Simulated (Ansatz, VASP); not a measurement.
# Two plane-wave programs on ZnO

```
Zn O
1.0
     3.18933    0.00000    0.00000
    -1.59466    2.76204    0.00000
     0.00000    0.00000    7.34435
Zn O
2 2
Direct
  0.00000 0.00000 0.75000
  0.00000 0.00000 0.25000
  0.33333 0.66667 0.25000
  0.66667 0.33333 0.75000
```

Change from the starting cell: strain -0.030 along x and y, +0.030 along z, atoms carried along.

Alike in both runs: task single point; functional LDA; k mesh 9 × 9 × 4; occupations gaussian, width 0.05 eV; no spin polarisation.

|  | VASP | Ansatz |
| --- | --- | --- |
| version | VASP 6.6.1 | Ansatz 0.2.0 |
| potentials or method | VASP PAW LDA potentials, release 64 (Zn, O), cutoff 520 eV | scalar-relativistic, plane waves, PAW |
| valence electrons in the cell | 36 | 36 |

```csv
,VASP,Ansatz,Ansatz less VASP
gap on the k mesh at the Fermi level (eV),0.81,0.79,-0.015
least direct gap on the mesh (eV),0.81,0.79,-0.015
pressure (GPa),1.3,0.3,-1.05
"traceless stress, the component that is largest in VASP (GPa)",-3.04,-1.92,+1.116
```

LDA's correlation is that of Perdew and Zunger in VASP and of Perdew and Wang (1992) in Ansatz.
